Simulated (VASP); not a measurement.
Wanted: the native input for a VASP 6.6.1 run.

* Task: single point
* Functional: LDA
* Potentials or basis: VASP PAW LDA potentials, release 64 (Ta_pv, N)
* Cutoff: 520 eV
* k mesh: 18 × 18 × 18
* Occupations: gaussian, width 0.15 eV
* Spin: no spin polarisation
* Dipole correction: no
* Further INCAR settings: ALGO = Normal; EDIFF = 1e-06; NBANDS = 15

The structure of TaN lies in POSCAR:

```
TaN
1.0
    0.0000000000      2.1742693740      2.1742693740
    2.1742693740      0.0000000000      2.1742693740
    2.1742693740      2.1742693740      0.0000000000
Ta N
1 1
Direct
    0.4967281469      0.5032718531      0.5032718531
    0.0422670719     -0.0422670719     -0.0422670719
```

This cell differs from its parent crystal: atoms displaced along a vibrational mode.

The input as run:

INCAR

```
  PREC = Accurate
  ENCUT = 520
  EDIFF = 1E-6
  ISMEAR = 0
  SIGMA = 0.15
  LREAL = F
  LASPH = T
  NELM = 80
  ALGO = Normal
  ISIF = 2
  LWAVE = F
  LCHARG = F
  GGA = CA
  NBANDS = 15
```

KPOINTS

```
regular mesh
0
Gamma
  18 18 18
```

Potentials or basis: VASP PAW LDA potentials, release 64 (Ta_pv, N).

The run is started by

```console
$ cat potpaw_LDA.64/Ta_pv/POTCAR potpaw_LDA.64/N/POTCAR > POTCAR
$ mpirun -np 1 vasp_std > vasp.out
```

It gave:

- Pressure: 9.5 GPa
- Largest force: 2.309 eV/Å
- Band gap on the k mesh: zero (bands 8 and 9 overlap by 3.39 eV)

Caveat: the cell differs from its parent crystal (atoms displaced along a vibrational mode); the stress differs along the axes, from 2 to 25 GPa; spin-orbit coupling is left out, which moves the levels of the heavy elements; forces of over 1 eV/Å act on the atoms, so gaps and moduli don't describe the material at rest.

It took 2.6 min on 1 thread of Intel Xeon 8259CL, with other jobs on the host, peak memory 0.26 GiB.
